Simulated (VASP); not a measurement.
CoPd:

```
CELL_PARAMETERS angstrom
1.24945 0.72137 3.98612
-1.24945 0.72137 3.98612
0.00000 -1.44274 3.98612
ATOMIC_POSITIONS crystal
Co 0.00000 0.00000 0.00000
Pd 0.50000 0.50000 0.50000
```

Base run:

```yaml
Program: VASP 6.6.1
Functional: PBEsol
Potentials_or_basis: VASP PAW PBE potentials, release 64 (Co, Pd)
Cutoff: 600 eV
k_mesh: 14 × 14 × 14
Occupations: fermi-dirac, width 0.1 eV
Spin: collinear spin, ferromagnetic start
Starting_moments: "[2.0, 0.0] μB"
```

Its results: pressure 54.0 GPa.

Q: The run is repeated on the same cell with these changes: spin from collinear spin, ferromagnetic start to no spin polarisation; further incar settings from ALGO = Normal; EDIFF = 1e-06; NBANDS = 20 to ALGO = Normal; EDIFF = 1e-06; NBANDS = 16. What comes out?

A: Pressure 46.6 GPa.

Caveats: the cell stands under pressure; the PAW data sets were made with another functional, which shifts forces and pressure a little.
